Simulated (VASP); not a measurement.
# MgAl2P6 in VASP: single point with PBE

Aim: the single point of MgAl2P6 with PBE.

All numbers are computed with VASP 6.6.1; they aren't measurements. Logs are shortened: lines on timing, memory, paths and dates and some standing lists are left out, and cuts for length are marked.

### Step 1. The cell of the first run

The typed cell holds 9 atoms: a = 8.098 Å, b = 8.098 Å, c = 3.436 Å, α = 90.00°, β = 90.00°, γ = 120.00°.

### Step 2. Single point, PBE

The input, POSCAR:

```
MgAl2P6
1.0
    8.0980550000      0.0000000000      0.0000000000
   -4.0490280000      7.0131240000      0.0000000000
    0.0000000000      0.0000000000      3.4355420000
P Al Mg
6 2 1
Direct
    0.2531000000      0.0000000000      0.5000000000
    0.7469000000      0.7469000000      0.5000000000
    0.0000000000      0.2531000000      0.5000000000
    0.6035000000      0.0000000000      0.0000000000
    0.3965000000      0.3965000000      0.0000000000
    0.0000000000      0.6035000000      0.0000000000
    0.3333000000      0.6667000000      0.5000000000
    0.6667000000      0.3333000000      0.5000000000
    0.0000000000      0.0000000000      0.0000000000
```

The input, INCAR.step1:

```
PREC = Accurate
ENCUT = 520
EDIFF = 1E-6
ISMEAR = -1
SIGMA = 0.1
LREAL = F
LASPH = T
NELM = 80
ALGO = Normal
ISIF = 2
LWAVE = F
LCHARG = T
GGA = PE
NBANDS = 29
```

The input, KPOINTS.step1:

```
regular mesh
0
Gamma
  5 5 10
```

The input, INCAR.step2:

```
PREC = Accurate
ENCUT = 520
EDIFF = 1E-6
ISMEAR = -5
SIGMA = 0.1
LREAL = F
LASPH = T
NELM = 80
ALGO = Normal
ISIF = 2
LWAVE = F
LCHARG = F
GGA = PE
LORBIT = 11
NBANDS = 29
NEDOS = 1001
ICHARG = 11
```

The input, KPOINTS.step2:

```
regular mesh
0
Gamma
  8 8 15
```

Potentials or basis: VASP PAW PBE potentials, release 64 (P, Al, Mg).

Run with:

```console
$ cat potpaw_PBE.64/P/POTCAR potpaw_PBE.64/Al/POTCAR potpaw_PBE.64/Mg/POTCAR > POTCAR
$ cp INCAR.step1 INCAR
$ cp KPOINTS.step1 KPOINTS
$ mpirun -np 1 vasp_std > vasp.out
$ cp INCAR.step2 INCAR
$ cp KPOINTS.step2 KPOINTS
$ mpirun -np 1 vasp_std > vasp.out
```

OUTCAR:

```text
PREC = Accurate
   ENCUT = 520
   EDIFF = 1E-6
   ISMEAR = -5
   LREAL = F
   LASPH = T
   NELM = 80
   ISIF = 2
   GGA = PE
   LORBIT = 11
   ICHARG = 11

 ion  position               nearest neighbor table
   1  0.253  0.000  0.500-   9 2.67   9 2.67   7 3.08   8 3.08
   2  0.747  0.747  0.500-   9 2.67   9 2.67   7 3.08   8 3.08
   3  0.000  0.253  0.500-   9 2.67   9 2.67   8 3.08   7 3.08
   4  0.603  0.000  0.000-   8 3.02   8 3.02   7 3.02   7 3.02   9 3.21
   5  0.397  0.397  0.000-   8 3.02   8 3.02   7 3.02   7 3.02   9 3.21
   6  0.000  0.603  0.000-   7 3.02   7 3.02   8 3.02   8 3.02   9 3.21
   7  0.333  0.667  0.500-   6 3.02   6 3.02   4 3.02   4 3.02   5 3.02   5 3.02   1 3.08   3 3.08
                             2 3.08
   8  0.667  0.333  0.500-   4 3.02   4 3.02   6 3.02   6 3.02   5 3.02   5 3.02   3 3.08   1 3.08
                             2 3.08
   9  0.000  0.000  0.000-   1 2.67   1 2.67   2 2.67   2 2.67   3 2.67   3 2.67   4 3.21   5 3.21
                             6 3.21

  LATTYP: Found a hexagonal cell.
 ALAT       =     8.0980550000
 C/A-ratio  =     0.4242428583

  Lattice vectors:

 A1 = (   8.0980550000,   0.0000000000,   0.0000000000)
 A2 = (  -4.0490280000,   7.0131240000,   0.0000000000)
 A3 = (   0.0000000000,   0.0000000000,   3.4355420000)

Analysis of symmetry for initial positions (statically):
=====================================================================
 Subroutine PRICEL returns:
 Original cell was already a primitive cell.

 Routine SETGRP: Setting up the symmetry group for a
 hexagonal supercell.

 Subroutine GETGRP returns: Found  4 space group operations
 (whereof  4 operations were pure point group operations)
 out of a pool of 24 trial point group operations.

The static configuration has the point symmetry C_2v.

Analysis of symmetry for dynamics (positions and initial velocities):
=====================================================================
 Subroutine PRICEL returns:
 Original cell was already a primitive cell.

 Routine SETGRP: Setting up the symmetry group for a
 hexagonal supercell.

 Subroutine GETGRP returns: Found  4 space group operations
 (whereof  4 operations were pure point group operations)
 out of a pool of 24 trial point group operations.

The dynamic configuration has the point symmetry C_2v.

 Subroutine INISYM returns: Found  4 space group operations
 (whereof  4 operations are pure point group operations),
 and found     1 'primitive' translations

----------------------------------------------------------------------------------------
[... 126 lines left out ...]
   IALGO  =     38    algorithm
   IMIX   =      4    mixing-type and parameters
     AMIX     =   0.40;   BMIX     =  1.00
     AMIX_MAG =   1.60;   BMIX_MAG =  1.00
  volume/ion in A,a.u.               =      21.68       146.30
  Fermi-wavevector in a.u.,A,eV,Ry     =   0.948943  1.793243 12.251952  0.900493
  Thomas-Fermi vector in A             =   2.077179
   LORBIT       =     11    0 simple, 1 ext, 2 COOP (PROOUT), +10 PAW based schemes
   GGA     = PE    functional components
   LHFCALC =     F    Hartree Fock is set to
   AEXX    =    0.0000 exact exchange contribution
   IVDW    =     0    specifies the selected vdW correction
   LEPSILON=     F    determine dielectric tensor
   LRPA    =     F    only Hartree local field effects (RPA)
 non-spin polarized calculation
 Fermi weights with tetrahedron method with Bloechl corrections
  energy-cutoff  :      520.00
  volume of cell :      195.11
 maximum number of plane-waves:      5286

 number of electron      38.0000003 magnetization

 Free energy of the ion-electron system (eV)
  ---------------------------------------------------
  ext. energy  EPLUGINS =         0.00000000
  ---------------------------------------------------
  free energy    TOTEN  =       -34.63670526 eV

  energy without entropy =      -34.63670526  energy(sigma->0) =      -34.63670526

 E-fermi :   4.4817     XC(G=0):  -9.4744

 val. band max:        4.5156876240   @ k =  -0.1250   0.3750   0.2667
 cond. band min:       4.4414434487   @ k =   0.3750   0.3750   0.4667
 fundamental gap:     -0.0742441754
 Fermi energy:         4.4816882769

 k-point     1 :       0.0000    0.0000    0.0000
  band No.  band energies     occupation
      1      -7.3412      2.00000
      2      -5.5501      2.00000
      3      -5.5497      2.00000
      4      -5.4334      2.00000
      5      -5.4332      2.00000
      6      -4.4800      2.00000
[... 757 lines left out ...]
     28       8.8389      0.00000
     29       9.1876      0.00000

 [... further k-points ...]
[... 5 lines left out ...]
  --------------------------------------------------------------------------------------
  -------------------------------------------------------------------------------------
  Total      -18.3823716    -18.3819576    -11.2460812      0.0003719      0.0000000      0.0000000
  in kB     -150.9470471   -150.9436472    -92.3473197      0.0030539      0.0000000      0.0000000
  external PRESSURE =    -131.4126713 kB  Pullay stress =       0.0000000 kB

 VOLUME and BASIS-vectors are now :
 -----------------------------------------------------------------------------
  energy-cutoff  :      520.00
  volume of cell :      195.11
      direct lattice vectors                 reciprocal lattice vectors
     8.098055000  0.000000000  0.000000000     0.123486442  0.071294912  0.000000000
    -4.049028000  7.013124000  0.000000000     0.000000000  0.142589807  0.000000000
     0.000000000  0.000000000  3.435542000     0.000000000  0.000000000  0.291074887

 POSITION                                       TOTAL-FORCE (eV/Angst)
 -----------------------------------------------------------------------------------
      2.04962      0.00000      1.71777         0.949623     -0.000572      0.000000
      3.02422      5.23810      1.71777        -0.474355     -0.821607      0.000000
     -1.02481      1.77502      1.71777        -0.475307      0.822112      0.000000
      4.88718      0.00000      0.00000        -0.089400      0.000089      0.000000
      1.60544      2.78070      0.00000         0.044737      0.077488      0.000000
     -2.44359      4.23242      0.00000         0.044777     -0.077378      0.000000
     -0.00041      4.67565      1.71777        -0.000886      0.000428      0.000000
      4.04943      2.33747      1.71777         0.000814     -0.000553      0.000000
      0.00000      0.00000      0.00000        -0.000005     -0.000009      0.000000
 -----------------------------------------------------------------------------------
    total drift:                               -0.000011     -0.000021      0.000000

  FREE ENERGIE OF THE ION-ELECTRON SYSTEM (eV)
  ---------------------------------------------------
  free  energy   TOTEN  =       -34.6367052557 eV

  energy  without entropy=      -34.6367052557  energy(sigma->0) =      -34.63670526

 total charge

# of ion       s       p       d       tot
------------------------------------------
    1        1.141   1.190   0.000   2.332
    2        1.141   1.190   0.000   2.331
    3        1.141   1.190   0.000   2.332
    4        1.150   1.146   0.000   2.296
    5        1.150   1.146   0.000   2.296
    6        1.150   1.146   0.000   2.296
    7        0.432   0.203   0.000   0.635
    8        0.432   0.203   0.000   0.635
    9        0.169   0.144   0.035   0.348
--------------------------------------------------
tot          7.906   7.559   0.035  15.500
```

OUTCAR.step1:

```text
PREC = Accurate
   ENCUT = 520
   EDIFF = 1E-6
   ISMEAR = -1
   LREAL = F
   LASPH = T
[... 1018 lines left out ...]
     -2.44359      4.23242      0.00000         0.056763     -0.098207      0.000000
     -0.00041      4.67565      1.71777        -0.000584      0.000173      0.000000
      4.04943      2.33747      1.71777         0.000442     -0.000419      0.000000
      0.00000      0.00000      0.00000         0.000020      0.000035      0.000000
 -----------------------------------------------------------------------------------
    total drift:                                0.000108      0.000186      0.000000

  FREE ENERGIE OF THE ION-ELECTRON SYSTEM (eV)
  ---------------------------------------------------
  free  energy   TOTEN  =       -34.7308407780 eV

  energy  without entropy=      -34.4997578959  energy(sigma->0) =      -34.61529934
```

Run time: 5.1 min. Hardware: 1 thread of Intel Xeon 6975P-C (Granite Rapids), shared host; peak memory 0.88 GiB.

What came out:

```
Valence electrons inside the program's atomic spheres : P 2.33, 2.30 (each value once); Al 0.64; Mg 0.35
```

Levels at points of the mesh, in eV from the Fermi level:
```
           k point  band 17  band 18  band 19  band 20  band 21  band 22
(0.00, 0.00, 0.00)     0.25     0.30     0.51     0.51     1.01     1.01
(0.50, 0.00, 0.00)     0.34     0.47     0.64     1.10     1.20     1.32
(0.50, 0.50, 0.00)     0.34     0.47     0.64     1.10     1.20     1.32
```

Caveat: tetrahedron occupations give inexact forces and stress in metals.
